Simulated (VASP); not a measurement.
Crystal: Sb.

```xyz
3
Lattice="5.8121 0.0000 0.0000 -2.9060 5.0334 0.0000 0.0000 0.0000 3.5631" Properties=species:S:1:pos:R:3 pbc="T T T"
Sb    0.0000    0.0000    0.0000
Sb    0.0000    3.3556    1.7815
Sb    2.9060    1.6778    1.7815
```

* Program: VASP 6.6.1
* Task: relaxation of cell and atoms
* Functional: PBE
* Potentials or basis: VASP PAW PBE potentials, release 64 (Sb)
* Cutoff: 600 eV
* k mesh: 3 × 3 × 6
* Occupations: gaussian, width 0.1 eV
* Spin: no spin polarisation

At the start: pressure -8.2 GPa; volume 34.75 Å³/atom.

Q: Where does the relaxation end?

A: Over 6 steps the energy falls by 267.0 meV/atom and the volume is 27.35 Å³/atom (-21.3 %); space group P6/mmm (No. 191, to 0.05 Å).

The path:
| step | energy change (eV) | largest force (eV/Å) | pressure (GPa) | volume (Å³) |
| --- | --- | --- | --- | --- |
| 1 | 0.0000 | 0.0000 | -8.19 | 104.24 |
| 2 | -0.7885 | 0.0000 | 1.80 | 79.61 |
| 3 | -0.7984 | 0.0000 | 0.20 | 81.49 |
| 4 | -0.7979 | 0.0000 | -0.11 | 81.91 |
| 5 | -0.8006 | 0.0000 | -0.18 | 82.12 |
| 6 | -0.8011 | 0.0000 | -0.17 | 82.06 |

Final structure:
```cif
data_structure
_symmetry_space_group_name_H-M 'P 1'
_symmetry_Int_Tables_number 1
_cell_length_a 5.4551
_cell_length_b 5.4551
_cell_length_c 3.1842
_cell_angle_alpha 90.000
_cell_angle_beta 90.000
_cell_angle_gamma 120.000
_cell_volume 82.06
loop_
_atom_site_label
_atom_site_type_symbol
_atom_site_fract_x
_atom_site_fract_y
_atom_site_fract_z
_atom_site_occupancy
Sb1 Sb 0.00000 0.00000 0.00000 1
Sb2 Sb 0.33333 0.66667 0.50000 1
Sb3 Sb 0.66667 0.33333 0.50000 1
```

Caveat: the k points lie up to 0.44 Å⁻¹ apart in the final cell; the volume moved by over 15 % at a fixed basis, so the end points are rough.
